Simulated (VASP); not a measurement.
# SnS2 (P-3m1) in VASP: notebook, part 2 of 2

VASP 6.6.1. Earlier steps stand in the parts before.

### Step 3. Single point, PBE

The input, INCAR:

```
PREC = Accurate
ENCUT = 500
EDIFF = 1E-6
ISMEAR = 0
SIGMA = 0.1
LREAL = False
LASPH = True
NELM = 120
ALGO = Normal
ISIF = 2
LWAVE = False
LCHARG = False
GGA = PE
NBANDS = 20
GGA_COMPAT = False
```

The input, KPOINTS:

```
regular mesh
0
Gamma
  6 6 4
```

The input, POSCAR:

```
SnS2
1.0
    3.6743056006      0.0000000000      0.0000000000
   -1.8371528003      3.1820419914      0.0000000000
    0.0000000000      0.0000000000      6.2288318400
Sn S
1 2
Direct
    0.0000000000      0.0000000000      0.0000000000
    0.3333333333      0.6666666667      0.2346534700
    0.6666666667      0.3333333333      0.7653465300
```

Potentials or basis: VASP PAW PBE potentials, release 64 (Sn_d, S).

Started as:

```bash
$ cat potpaw_PBE.64/Sn_d/POTCAR potpaw_PBE.64/S/POTCAR > POTCAR
$ mpirun -np 1 vasp_std > vasp.out
```

OUTCAR:

```text
PREC = Accurate
   ENCUT = 500
   EDIFF = 1E-6
   ISMEAR = 0
   LREAL = False
   LASPH = True
   NELM = 120
   ISIF = 2
   GGA = PE

 ion  position               nearest neighbor table
   1  0.000  0.000  0.000-   2 2.58   3 2.58   3 2.58   2 2.58   3 2.58   2 2.58
   2  0.333  0.667  0.235-   1 2.58   1 2.58   1 2.58
   3  0.667  0.333  0.765-   1 2.58   1 2.58   1 2.58

  LATTYP: Found a hexagonal cell.
 ALAT       =     3.6743056006
 C/A-ratio  =     1.6952405480

  Lattice vectors:

 A1 = (   3.6743056006,   0.0000000000,   0.0000000000)
 A2 = (  -1.8371528003,   3.1820419914,   0.0000000000)
 A3 = (   0.0000000000,   0.0000000000,   6.2288318400)

Analysis of symmetry for initial positions (statically):
=====================================================================
 Subroutine PRICEL returns:
 Original cell was already a primitive cell.

 Routine SETGRP: Setting up the symmetry group for a
 hexagonal supercell.

 Subroutine GETGRP returns: Found 12 space group operations
 (whereof 12 operations were pure point group operations)
 out of a pool of 24 trial point group operations.

The static configuration has the point symmetry D_3d.

Analysis of symmetry for dynamics (positions and initial velocities):
=====================================================================
 Subroutine PRICEL returns:
 Original cell was already a primitive cell.

 Routine SETGRP: Setting up the symmetry group for a
 hexagonal supercell.

 Subroutine GETGRP returns: Found 12 space group operations
 (whereof 12 operations were pure point group operations)
 out of a pool of 24 trial point group operations.

The dynamic configuration has the point symmetry D_3d.

 Subroutine INISYM returns: Found 12 space group operations
[... 111 lines left out ...]
   EMIN   =  10.00;   EMAX   =-10.00  energy-range for DOS
   EFERMI =   0.00;   METHOD = LEGACY
   ISMEAR =     0;   SIGMA  =   0.10  broadening in eV -4-tet -1-fermi 0-gaus
   EFERMI_NEDOS =   21; number of points for ismear=-14 and -15
   IALGO  =     38    algorithm
   IMIX   =      4    mixing-type and parameters
     AMIX     =   0.40;   BMIX     =  1.00
     AMIX_MAG =   1.60;   BMIX_MAG =  1.00
  volume/ion in A,a.u.               =      24.28       163.82
  Fermi-wavevector in a.u.,A,eV,Ry     =   1.161368  2.194668 18.351220  1.348777
  Thomas-Fermi vector in A             =   2.297941
   LORBIT       =      0    0 simple, 1 ext, 2 COOP (PROOUT), +10 PAW based schemes
   GGA     = PE    functional components
   LHFCALC =     F    Hartree Fock is set to
   AEXX    =    0.0000 exact exchange contribution
   IVDW    =     0    specifies the selected vdW correction
   LEPSILON=     F    determine dielectric tensor
   LRPA    =     F    only Hartree local field effects (RPA)
 non-spin polarized calculation
 Gauss-broadening in eV      SIGMA  =   0.10
  energy-cutoff  :      500.00
  volume of cell :       72.83
 maximum number of plane-waves:      1870
 NGX is ok and might be reduce to    28
   NGX = 13   NGY = 13   NGZ = 23

 number of electron      26.0000004 magnetization

 Free energy of the ion-electron system (eV)
  ---------------------------------------------------
  ext. energy  EPLUGINS =         0.00000000
  ---------------------------------------------------
  free energy    TOTEN  =       -13.19374496 eV

  energy without entropy =      -13.19374496  energy(sigma->0) =      -13.19374496

 E-fermi :   4.2074     XC(G=0):  -9.1971

 val. band max:        3.7520866521   @ k =   0.1667   0.0000   0.0000
 cond. band min:       5.3562702224   @ k =   0.5000  -0.0000   0.5000
 fundamental gap:      1.6041835703
 Fermi energy:         4.2073968743

 k-point     1 :       0.0000    0.0000    0.0000
  band No.  band energies     occupation
      1     -17.0118      2.00000
      2     -17.0118      2.00000
      3     -16.9740      2.00000
      4     -16.9470      2.00000
      5     -16.9470      2.00000
      6      -9.7372      2.00000
[... 541 lines left out ...]
     19      13.2120      0.00000
     20      13.4046      0.00000

------------------------ aborting loop because EDIFF is reached ----------------------------------------

  FORCE on cell =-STRESS in cart. coord.  units (eV):
  Direction    XX          YY          ZZ          XY          YZ          ZX
  --------------------------------------------------------------------------------------
  -------------------------------------------------------------------------------------
  Total        0.9208389      0.9208389      0.9977399      0.0000000      0.0000000      0.0000000
  in kB       20.2584608     20.2584608     21.9502836      0.0000000      0.0000000      0.0000000
  external PRESSURE =      20.8224017 kB  Pullay stress =       0.0000000 kB

 VOLUME and BASIS-vectors are now :
 -----------------------------------------------------------------------------
  energy-cutoff  :      500.00
  volume of cell :       72.83
      direct lattice vectors                 reciprocal lattice vectors
     3.674305601  0.000000000  0.000000000     0.272160269  0.157131804  0.000000000
    -1.837152800  3.182041991  0.000000000     0.000000000  0.314263609  0.000000000
     0.000000000  0.000000000  6.228831840     0.000000000  0.000000000  0.160543747

 POSITION                                       TOTAL-FORCE (eV/Angst)
 -----------------------------------------------------------------------------------
      0.00000      0.00000      0.00000        -0.000000      0.000000      0.000000
     -0.00000      2.12136      1.46162        -0.000000      0.000000      0.230501
      1.83715      1.06068      4.76721         0.000000     -0.000000     -0.230501
 -----------------------------------------------------------------------------------
    total drift:                                0.000000      0.000000     -0.000000

  FREE ENERGIE OF THE ION-ELECTRON SYSTEM (eV)
  ---------------------------------------------------
  free  energy   TOTEN  =       -13.1937449584 eV

  energy  without entropy=      -13.1937449584  energy(sigma->0) =      -13.19374496
```

stdout:

```text
POSCAR found type information on POSCAR SnS
 POSCAR found :  2 types and       3 ions
 scaLAPACK will be used
 LDA part: xc-table for (Slater+PW92), standard interpolation
 POSCAR, INCAR and KPOINTS ok, starting setup
 FFT: planning ... GRIDC
 FFT: planning ... GRID_SOFT
 FFT: planning ... GRID
 WAVECAR not read
 entering main loop
```

Wall time 22 s (1 thread of Intel Xeon Platinum 8259CL at 2.50GHz (Skylake/Cascade Lake), shared host); peak memory 0.19 GiB.

Results:

* Free energy: -13.1937 eV
* Pressure: 2.1 GPa
* Largest force: 0.231 eV/Å
* Band gap on the k mesh: 1.60 eV (least direct gap 1.89 eV)

Forces on the atoms (eV/Å):
```
Sn   0.000  0.000  0.000
S    0.000  0.000  0.231
S    0.000  0.000 -0.231
```

Stress tensor (GPa, compression positive):
```
2.03 0.00 0.00
0.00 2.03 0.00
0.00 0.00 2.20
```

Levels at points of the mesh, in eV from the valence-band top:
```
           k point  band 9  band 10  band 11  band 12  band 13  band 14  band 15  band 16  band 17  band 18
(0.00, 0.00, 0.00)   -0.51    -0.51    -0.18    -0.18    -0.08     2.08     3.79     5.50     5.50     8.67
(0.50, 0.00, 0.00)   -4.20    -2.33    -2.29    -0.64    -0.19     1.75     4.68     6.31     6.47     7.53
(0.00, 0.00, 0.50)   -1.43    -0.55    -0.55    -0.11    -0.11     2.98     3.82     5.36     5.36     9.13
(0.50, 0.00, 0.50)   -4.44    -2.25    -1.73    -0.49    -0.36     1.60     4.89     5.88     6.50     6.97
```

Caveat: spin-orbit coupling is left out, which moves the levels of the heavy elements; this functional lacks dispersion, which binds layers or chains, so the pressure and a relaxed spacing across them are unreliable.
